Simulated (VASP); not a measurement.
Set up this calculation in VASP 6.6.1, as the native input.

* Task: relaxation of cell and atoms
* Functional: LDA
* Potentials or basis: VASP PAW LDA potentials, release 64 (B, N)
* Cutoff: 600 eV
* k mesh: 3 × 3 × 1
* Occupations: gaussian, width 0.0025 eV
* Spin: no spin polarisation
* Target pressure: -3 GPa
* Dipole correction: no
* Further INCAR settings: ALGO = Normal; EDIFF = 1e-07; IBRION = 2; EDIFFG = -0.01; NSW = 30; ISIF = 3

The structure of BN lies in POSCAR:

```
BN
1.0
    2.5539396017      0.0000000000      0.0000000000
   -1.2769698009      2.2117765748      0.0000000000
    0.0000000000      0.0000000000      4.2268550000
B N
2 2
Direct
    0.6666666667      0.3333333333      0.9997240000
    0.3333333333      0.6666666667      0.4997240000
    0.6666666667      0.3333333333      0.6252760000
    0.3333333333      0.6666666667      0.1252760000
```

These files were run (other wordings do the same):

INCAR

```
SYSTEM = BN
  PREC = Accurate
  ENCUT = 600
  EDIFF = 1E-7
  ISMEAR = 0
  SIGMA = 0.0025
  LREAL = .FALSE.
  LASPH = .TRUE.
  NELM = 80
  ALGO = Normal
  ISIF = 3
  LWAVE = .FALSE.
  LCHARG = .FALSE.
  GGA = CA
  IBRION = 2
  NSW = 30
  EDIFFG = -0.01
  PSTRESS = -30.0
```

KPOINTS

```
regular mesh
0
G
  3 3 1
  0 0 0
```

Potentials or basis: VASP PAW LDA potentials, release 64 (B, N).

Command:

```sh
$ cat potpaw_LDA.64/B/POTCAR potpaw_LDA.64/N/POTCAR > POTCAR
$ mpirun -np 1 vasp_std > vasp.out
```

It gave:

```json
{
 "Relaxed volume": "5.85 Å³/atom",
 "Relaxed cell": "a = 2.581 Å, b = 2.581 Å, c = 4.058 Å, α = 90.00°, β = 90.00°, γ = 120.00°",
 "Space group after relaxing (to 0.05 Å)": "P6_3mc (No. 186)",
 "Energy change on relaxing (the enthalpy is what falls)": "-55.1 meV/atom",
 "Ionic steps": "7",
 "Pressure after relaxing": "-3.1 GPa",
 "Band gap on the k mesh": "5.32 eV, indirect (least direct gap 7.30 eV)"
}
```

Caveat: the k points lie up to 1.55 Å⁻¹ apart in the final cell; the cell is relaxed towards a set pressure, so the enthalpy falls and the energy may rise.

Run time: 6.9 s on 1 thread of Intel(R) Xeon(R) Platinum 8488C (Sapphire Rapids), with other jobs on the host, peak memory 0.11 GiB.
